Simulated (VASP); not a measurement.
# AlGaN2 (P-4m2) in VASP: a series of runs, part 2 of 2

VASP 6.6.1. Earlier steps stand in the parts before.

### Step 5. Single point, LDA (volume 11.487 Å^3 an atom, c/a of the conventional cell 1.4073)

Contents of INCAR:

```
PREC = Accurate
ENCUT = 520
EDIFF = 1E-6
ISMEAR = 0
SIGMA = 0.05
LREAL = F
LASPH = T
NELM = 60
ALGO = Normal
ISIF = 2
LWAVE = F
LCHARG = F
GGA = CA
NBANDS = 21
```

Contents of KPOINTS:

```
regular mesh
0
Gamma
  8 8 6
```

Contents of POSCAR:

```
AlGaN2
1.0
    3.1961705755      0.0000000000      0.0000000000
    0.0000000000      3.1961705755      0.0000000000
    0.0000000000      0.0000000000      4.4978680877
Al Ga N
1 1 2
Direct
    0.5000000000      0.5000000000      0.5000000000
    0.0000000000      0.0000000000      0.0000000000
    0.5000000000      0.0000000000      0.7400738390
    0.0000000000      0.5000000000      0.2599261610
```

Potentials or basis: VASP PAW LDA potentials, release 64 (Al, Ga_d, N).

The run is started by

```console
$ cat potpaw_LDA.64/Al/POTCAR potpaw_LDA.64/Ga_d/POTCAR potpaw_LDA.64/N/POTCAR > POTCAR
$ mpirun -np 1 vasp_std > vasp.out
```

OUTCAR:

```text
PREC = Accurate
   ENCUT = 520
   EDIFF = 1E-6
   ISMEAR = 0
   LREAL = F
   LASPH = T
   NELM = 60
   ISIF = 2
   GGA = CA

 ion  position               nearest neighbor table
   1  0.500  0.500  0.500-   3 1.93   4 1.93   3 1.93   4 1.93
   2  0.000  0.000  0.000-   3 1.98   4 1.98   4 1.98   3 1.98
   3  0.500  0.000  0.740-   1 1.93   1 1.93   2 1.98   2 1.98
   4  0.000  0.500  0.260-   1 1.93   1 1.93   2 1.98   2 1.98

  LATTYP: Found a simple tetragonal cell.
 ALAT       =     3.1961705755
 C/A-ratio  =     1.4072678480

  Lattice vectors:

 A1 = (   3.1961705755,   0.0000000000,   0.0000000000)
 A2 = (   0.0000000000,   3.1961705755,   0.0000000000)
 A3 = (   0.0000000000,   0.0000000000,   4.4978680877)

Analysis of symmetry for initial positions (statically):
=====================================================================
 Subroutine PRICEL returns:
 Original cell was already a primitive cell.

 Routine SETGRP: Setting up the symmetry group for a
 simple tetragonal supercell.

 Subroutine GETGRP returns: Found  8 space group operations
 (whereof  8 operations were pure point group operations)
 out of a pool of 16 trial point group operations.

The static configuration has the point symmetry D_2d.

Analysis of symmetry for dynamics (positions and initial velocities):
=====================================================================
 Subroutine PRICEL returns:
 Original cell was already a primitive cell.

 Routine SETGRP: Setting up the symmetry group for a
 simple tetragonal supercell.

 Subroutine GETGRP returns: Found  8 space group operations
 (whereof  8 operations were pure point group operations)
 out of a pool of 16 trial point group operations.

The dynamic configuration has the point symmetry D_2d.

 Subroutine INISYM returns: Found  8 space group operations
 (whereof  8 operations are pure point group operations),
 and found     1 'primitive' translations

----------------------------------------------------------------------------------------

                                     Primitive cell

  volume of cell :      45.9480

  direct lattice vectors                    reciprocal lattice vectors
     3.196170576  0.000000000  0.000000000     0.312874415  0.000000000  0.000000000
     0.000000000  3.196170576  0.000000000     0.000000000  0.312874415  0.000000000
     0.000000000  0.000000000  4.497868088     0.000000000  0.000000000  0.222327552

  length of vectors
     3.196170576  3.196170576  4.497868088     0.312874415  0.312874415  0.222327552

  position of ions in fractional coordinates (direct lattice)
     0.500000000  0.500000000  0.500000000
     0.000000000  0.000000000  0.000000000
     0.500000000  0.000000000  0.740073839
     0.000000000  0.500000000  0.259926161

  ion indices of the primitive-cell ions
   primitive index   ion index
                 1           1
                 2           2
                 3           3
                 4           4

----------------------------------------------------------------------------------------

 KPOINTS: regular mesh

Automatic generation of k-mesh.
 Grid dimensions read from file:
 generate k-points for:    8    8    6

 Generating k-lattice:

  Cartesian coordinates                     Fractional coordinates (reciprocal lattice)
     0.039109302  0.000000000  0.000000000     0.125000000  0.000000000  0.000000000
     0.000000000  0.039109302  0.000000000     0.000000000  0.125000000  0.000000000
     0.000000000  0.000000000  0.037054592     0.000000000  0.000000000  0.166666667

  Length of vectors
     0.039109302  0.039109302  0.037054592

  Shift w.r.t. Gamma in fractional coordinates (k-lattice)
     0.000000000  0.000000000  0.000000000

 Subroutine IBZKPT returns following result:
 ===========================================

 Found     60 irreducible k-points:

 Following reciprocal coordinates:
            Coordinates               Weight
  0.000000  0.000000  0.000000      1.000000
  0.125000  0.000000  0.000000      4.000000
  0.250000  0.000000  0.000000      4.000000
  0.375000  0.000000  0.000000      4.000000
  0.500000  0.000000  0.000000      2.000000
  0.125000  0.125000  0.000000      4.000000
[... 16 lines left out ...]
  0.375000  0.125000  0.166667     16.000000
  0.500000  0.125000  0.166667      8.000000
 [... further k-points ...]
   k-points           NKPTS =     60   k-points in BZ     NKDIM =     60   number of bands    NBANDS=     21
   number of dos      NEDOS =    301   number of ions     NIONS =      4
   total plane-waves  NPLWV =  20736
   dimension x,y,z NGX =    24 NGY =   24 NGZ =   36
   dimension x,y,z NGXF=    48 NGYF=   48 NGZF=   72
   ions per type =               1   1   2
   NGX,Y,Z   is equivalent  to a cutoff of  12.48, 12.48, 13.31 a.u.
   NGXF,Y,Z  is equivalent  to a cutoff of  24.97, 24.97, 26.61 a.u.
 SYSTEM =  unknown system
   PREC   = accura    normal or accurate (medium, high low for compatibility)
   ISTART =      0    job   : 0-new  1-cont  2-samecut
   ICHARG =      2    charge: 1-file 2-atom 10-const
   ISPIN  =      1    spin polarized calculation?
   LNONCOLLINEAR =      F non collinear calculations
   LSORBIT =      F    spin-orbit coupling
   LASPH  =      T    aspherical Exc in radial PAW
   ENCUT  =  520.0 eV  38.22 Ry    6.18 a.u.   5.94  5.94  8.36*2*pi/ulx,y,z
   NELM   =     60;   NELMIN=  2; NELMDL= -5     # of ELM steps
   EDIFF  = 0.1E-05   stopping-criterion for ELM
   LREAL  =      F    real-space projection
   EDIFFG = 0.1E-04   stopping-criterion for IOM
   NSW    =      0    number of steps for IOM
   IBRION =     -1    ionic relax: 0-MD 1-quasi-New 2-CG
   NFREE  =      0    steps in history (QN), initial steepest desc. (CG)
   ISIF   =      2    stress and relaxation
   ISYM   =      2    0-nonsym 1-usesym 2-fastsym
   POTIM  = 0.5000    time-step for ionic-motion
   TEBEG  =    0.0;   TEEND  =   0.0 temperature during run
   PSTRESS=    0.0 pullay stress
   NELECT =      26.0000    total number of electrons
   NUPDOWN=      -1.0000    fix difference up-down
   EMIN   =  10.00;   EMAX   =-10.00  energy-range for DOS
   EFERMI =   0.00;   METHOD = LEGACY
   ISMEAR =     0;   SIGMA  =   0.05  broadening in eV -4-tet -1-fermi 0-gaus
   EFERMI_NEDOS =   21; number of points for ismear=-14 and -15
   IALGO  =     38    algorithm
   IMIX   =      4    mixing-type and parameters
     AMIX     =   0.40;   BMIX     =  1.00
     AMIX_MAG =   1.60;   BMIX_MAG =  1.00
  volume/ion in A,a.u.               =      11.49        77.52
  Fermi-wavevector in a.u.,A,eV,Ry     =   1.354078  2.558837 24.946659  1.833528
  Thomas-Fermi vector in A             =   2.481280
   LORBIT       =      0    0 simple, 1 ext, 2 COOP (PROOUT), +10 PAW based schemes
   GGA     = CA    functional components
   LHFCALC =     F    Hartree Fock is set to
   AEXX    =    0.0000 exact exchange contribution
   IVDW    =     0    specifies the selected vdW correction
   LEPSILON=     F    determine dielectric tensor
   LRPA    =     F    only Hartree local field effects (RPA)
 non-spin polarized calculation
 Gauss-broadening in eV      SIGMA  =   0.05
  energy-cutoff  :      520.00
  volume of cell :       45.95
 maximum number of plane-waves:      1272
 NGX is ok and might be reduce to    24
   NGX = 11   NGY = 11   NGZ = 17

 number of electron      26.0000001 magnetization

 Free energy of the ion-electron system (eV)
  ---------------------------------------------------
  ext. energy  EPLUGINS =         0.00000000
  ---------------------------------------------------
  free energy    TOTEN  =       -30.17965816 eV

  energy without entropy =      -30.17965816  energy(sigma->0) =      -30.17965816

 E-fermi :   5.0763     XC(G=0): -11.4743

 val. band max:        4.8761007106   @ k =   0.0000   0.0000   0.0000
 cond. band min:       7.3770266035   @ k =   0.0000   0.0000   0.0000
 fundamental gap:      2.5009258929
 Fermi energy:         5.0762686439

 k-point     1 :       0.0000    0.0000    0.0000
  band No.  band energies     occupation
      1     -10.1183      2.00000
      2      -9.0429      2.00000
      3      -8.2255      2.00000
      4      -8.2255      2.00000
      5      -8.1825      2.00000
      6      -8.0506      2.00000
[... 550 lines left out ...]
      5      -8.1251      2.00000
      6      -7.3014      2.00000
[... 13 lines left out ...]
     20      16.5047      0.00000
     21      16.5237      0.00000

 [... further k-points ...]

------------------------ aborting loop because EDIFF is reached ----------------------------------------

  FORCE on cell =-STRESS in cart. coord.  units (eV):
  Direction    XX          YY          ZZ          XY          YZ          ZX
  --------------------------------------------------------------------------------------
  -------------------------------------------------------------------------------------
  Total       -3.7216509     -3.7216509     -3.6649103      0.0000000      0.0000000      0.0000000
  in kB     -129.7715841   -129.7715841   -127.7930759      0.0000000      0.0000000      0.0000000
  external PRESSURE =    -129.1120814 kB  Pullay stress =       0.0000000 kB

 VOLUME and BASIS-vectors are now :
 -----------------------------------------------------------------------------
  energy-cutoff  :      520.00
  volume of cell :       45.95
      direct lattice vectors                 reciprocal lattice vectors
     3.196170576  0.000000000  0.000000000     0.312874415  0.000000000  0.000000000
     0.000000000  3.196170576  0.000000000     0.000000000  0.312874415  0.000000000
     0.000000000  0.000000000  4.497868088     0.000000000  0.000000000  0.222327552

 POSITION                                       TOTAL-FORCE (eV/Angst)
 -----------------------------------------------------------------------------------
      1.59809      1.59809      2.24893         0.000000     -0.000000      0.000000
      0.00000      0.00000      0.00000         0.000000      0.000000      0.000000
      1.59809      0.00000      3.32875        -0.000000      0.000000     -0.019871
      0.00000      1.59809      1.16911        -0.000000      0.000000      0.019871
 -----------------------------------------------------------------------------------
    total drift:                                0.000000      0.000000     -0.000000

  FREE ENERGIE OF THE ION-ELECTRON SYSTEM (eV)
  ---------------------------------------------------
  free  energy   TOTEN  =       -30.1796581584 eV

  energy  without entropy=      -30.1796581584  energy(sigma->0) =      -30.17965816
```

OSZICAR:

```text
N       E                     dE             d eps       ncg     rms          rms(c)
DAV:   1     0.172976008358E+03    0.17298E+03   -0.12865E+04  2767   0.178E+03
DAV:   2    -0.130764916345E+02   -0.18605E+03   -0.17430E+03  2750   0.414E+02
DAV:   3    -0.340689900307E+02   -0.20992E+02   -0.20720E+02  2967   0.107E+02
DAV:   4    -0.346175629012E+02   -0.54857E+00   -0.54773E+00  3026   0.185E+01
DAV:   5    -0.346279793691E+02   -0.10416E-01   -0.10416E-01  2984   0.243E+00    0.112E+01
DAV:   6    -0.302631945714E+02    0.43648E+01   -0.14672E+01  3904   0.490E+01    0.393E+00
DAV:   7    -0.302420570777E+02    0.21137E-01   -0.87100E-01  2655   0.791E+00    0.262E+00
DAV:   8    -0.301949377842E+02    0.47119E-01   -0.24043E-01  2923   0.425E+00    0.117E+00
DAV:   9    -0.301794361002E+02    0.15502E-01   -0.43452E-02  3276   0.293E+00    0.445E-01
DAV:  10    -0.301796686460E+02   -0.23255E-03   -0.64453E-03  2911   0.513E-01    0.121E-01
DAV:  11    -0.301796662213E+02    0.24247E-05   -0.18433E-04  3676   0.179E-01    0.323E-02
DAV:  12    -0.301796578996E+02    0.83216E-05   -0.44200E-05  3164   0.718E-02    0.126E-02
DAV:  13    -0.301796581584E+02   -0.25876E-06   -0.43046E-06  3006   0.191E-02
   1 F= -.30179658E+02 E0= -.30179658E+02  d E =-.163585E-10
```

stdout:

```text
POSCAR found type information on POSCAR AlGaN
 POSCAR found :  3 types and       4 ions
 scaLAPACK will be used
 LDA part: xc-table for (Slater(with rela. corr.)+CA(PZ))
 , standard interpolation
 POSCAR, INCAR and KPOINTS ok, starting setup
 FFT: planning ... GRIDC
 FFT: planning ... GRID_SOFT
 FFT: planning ... GRID
 WAVECAR not read
 entering main loop
```

Wall time 26 s (1 thread of Intel Xeon 6975P-C, shared host); peak memory 0.18 GiB.

What came out:

- Free energy: -30.1797 eV
- Pressure: -12.9 GPa
- Largest force: 0.020 eV/Å
- Band gap on the k mesh: 2.50 eV, direct

Forces on the atoms (eV/Å):
```
Al   0.000  0.000  0.000
Ga   0.000  0.000  0.000
N    0.000  0.000 -0.020
N    0.000  0.000  0.020
```

Levels at points of the mesh, in eV from the valence-band top:
| k point | band 11 | band 12 | band 13 | band 14 | band 15 | band 16 |
| --- | --- | --- | --- | --- | --- | --- |
| (0.00, 0.00, 0.00) | -0.18 | 0.00 | 0.00 | 2.50 | 3.42 | 7.14 |
| (0.50, 0.00, 0.00) | -2.77 | -0.93 | -0.67 | 6.59 | 6.91 | 7.71 |
| (0.50, 0.50, 0.00) | -2.16 | -2.16 | -2.15 | 3.22 | 3.22 | 5.92 |
| (0.00, 0.00, 0.50) | -1.47 | -0.97 | -0.97 | 4.97 | 5.08 | 7.40 |
| (0.50, 0.00, 0.50) | -0.82 | -0.59 | -0.56 | 4.72 | 6.10 | 8.78 |
| (0.50, 0.50, 0.50) | -3.12 | -3.07 | -3.07 | 5.99 | 5.99 | 8.19 |

### Step 6. The runs side by side

| cell | gap on the mesh (eV) | pressure (GPa) | largest force (eV/Å) |
| --- | --- | --- | --- |
| a = 3.156, b = 3.156, c = 4.442 Å, 4 atoms | 2.78 | -6.7 | 0.02 |
| a = 3.062, b = 3.062, c = 4.719 Å, 4 atoms | 2.59 | -7.1 | 0.03 |
| a = 3.253, b = 3.253, c = 4.180 Å, 4 atoms | 2.74 | -7.5 | 0.03 |
| a = 3.196, b = 3.196, c = 4.498 Å, 4 atoms | 2.50 | -12.9 | 0.02 |

Alike in all rows: task single point; level LDA; potentials or basis VASP PAW LDA potentials, release 64 (Al, Ga_d, N); no spin polarisation; k mesh 8 × 8 × 6; cutoff (eV) 520; smearing gaussian 0.05 eV.

Total energies depend on the potentials used, so only differences within one code and one set of settings carry meaning.
